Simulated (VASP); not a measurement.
**MoSe2: relaxation of the atoms with PBE**

Crystal: MoSe2.

```
Mo Se
1.0
     3.17147    0.00000    0.00000
    -1.58574    2.74658    0.00000
     0.00000    0.00000   14.16207
Mo Se
2 4
Direct
  0.66667 0.33333 0.75000
  0.33333 0.66667 0.25000
  0.33333 0.66667 0.86850
  0.66667 0.33333 0.36850
  0.33333 0.66667 0.63150
  0.66667 0.33333 0.13150
```

This cell differs from its parent crystal: equal strain along all axes, cell held: -4.5 %.

* Program: VASP 6.6.1
* Task: relaxation of the atoms
* Functional: PBE
* Potentials or basis: VASP PAW PBE potentials, release 64 (Mo_sv, Se)
* Cutoff: 450 eV
* k mesh: 9 × 9 × 2
* Occupations: gaussian, width 0.02 eV
* Spin: no spin polarisation
* Dipole correction: no
* Further INCAR settings: ALGO = Normal; EDIFF = 1e-07; IBRION = 2; EDIFFG = -0.008; NSW = 60

```yaml
Energy_gained_by_relaxing: 12.7 meV/atom
Ionic_steps: 3
Pressure_after_relaxing: 7.2 GPa
Band_gap_on_the_k_mesh: 1.10 eV (least direct gap 1.71 eV)
```

Stress tensor (GPa, compression positive):
```
10.48  0.00  0.00
 0.00 10.48  0.00
 0.00  0.00  0.53
```

Step by step:
```csv
step,energy change (eV),largest force (eV/Å),pressure (GPa)
1,0.0000,0.8295,11.33
2,-0.0747,0.1181,7.77
3,-0.0763,0.0015,7.16
```

Final structure:
```yaml
crystal:
  lattice:
    - [3.17147, 0.00000, 0.00000]
    - [-1.58574, 2.74658, 0.00000]
    - [0.00000, 0.00000, 14.16207]
  atoms:
    - { symbol: Mo, position: [0.66667, 0.33333, 0.75000] }
    - { symbol: Mo, position: [0.33333, 0.66667, 0.25000] }
    - { symbol: Se, position: [0.33333, 0.66667, 0.87183] }
    - { symbol: Se, position: [0.66667, 0.33333, 0.37183] }
    - { symbol: Se, position: [0.33333, 0.66667, 0.62817] }
    - { symbol: Se, position: [0.66667, 0.33333, 0.12817] }
```

Levels at points of the mesh, in eV from the valence-band top:
```csv
k point,band 24,band 25,band 26,band 27,band 28,band 29
"(0.00, 0.00, 0.00)",-0.84,-0.84,-0.40,3.16,3.16,3.19
"(0.00, 0.00, 0.50)",-0.84,-0.63,-0.63,3.17,3.17,3.17
```

It took 3.1 min on 1 thread of Intel(R) Xeon(R) Platinum 8375C CPU @ 2.90GHz (Ice Lake), with other jobs on the host, peak memory 0.25 GiB.

Caveat: the cell differs from its parent crystal (equal strain along all axes, cell held: -4.5 %); an odd mesh through Γ misses points on the zone boundary, where band edges can lie; this functional lacks dispersion, which binds the layers, so the pressure and a relaxed spacing across them are unreliable.
